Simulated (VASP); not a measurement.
A run of VASP 6.6.1 is set up as follows.

INCAR

```
  PREC = Accurate
  ENCUT = 520
  EDIFF = 1E-6
  ISMEAR = 1
  SIGMA = 0.6
  LREAL = F
  LASPH = T
  NELM = 80
  ALGO = Normal
  ISIF = 2
  LWAVE = F
  LCHARG = T
  GGA = PE
  LELF = T
  LVHAR = T
  NBANDS = 12
```

The input KPOINTS:

```
regular mesh
0
Gamma
  15 15 15
```

POSCAR

```
Cu
1.0
    0.0000000000      1.8145751207      1.8145751207
    1.8145751207      0.0000000000      1.8145751207
    1.8145751207      1.8145751207      0.0000000000
Cu
1
Direct
    0.0000000000      0.0000000000      0.0000000000
```

Potentials or basis: VASP PAW PBE potentials, release 64 (Cu).

Command:

```sh
$ cat potpaw_PBE.64/Cu/POTCAR > POTCAR
$ mpirun -np 1 vasp_std > vasp.out
```

Q: What does it give for the pressure?

A: 0.6 GPa.
